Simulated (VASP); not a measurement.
Crystal: AsSe2.

```xyz
3
Lattice="0.0000 3.5253 3.5253 3.5253 0.0000 3.5253 3.5253 3.5253 0.0000" Properties=species:S:1:pos:R:3 pbc="T T T"
As    0.0000    0.0000    0.0000
Se    1.7626    1.7626    1.7626
Se    5.2879    5.2879    5.2879
```

The cell was generated, and may not be a known phase.

- Program: VASP 6.6.1
- Task: relaxation of cell and atoms
- Functional: PBE
- Potentials or basis: VASP PAW PBE potentials, release 64 (As, Se)
- Cutoff: 600 eV
- k mesh: 4 × 4 × 4
- Occupations: gaussian, width 0.1 eV
- Spin: no spin polarisation

At the start: pressure -8.0 GPa; volume 29.21 Å³/atom.

**Question.** How do energy, volume and symmetry change on relaxing?

**Answer.** Over 3 steps the energy falls by 160.7 meV/atom and the volume is 23.80 Å³/atom (-18.5 %); space group Fm-3m (No. 225, to 0.1 Å) before and after.

Step by step:
```tsv
step	energy change (eV)	largest force (eV/Å)	pressure (GPa)	volume (Å³)
1	0.0000	0.0000	-8.01	87.62
2	-0.4790	0.0000	0.93	70.37
3	-0.4822	0.0000	0.07	71.40
```

Final structure:
```
As Se
1.0
     0.00000    3.29274    3.29274
     3.29274    0.00000    3.29274
     3.29274    3.29274    0.00000
As Se
1 2
Direct
  0.00000 0.00000 0.00000
  0.25000 0.25000 0.25000
  0.75000 0.75000 0.75000
```

Caveat: the k points lie up to 0.41 Å⁻¹ apart in the final cell, too coarse for converged energies and pressures of a metal; the volume moved by over 15 % at a fixed basis, so the end points are rough.
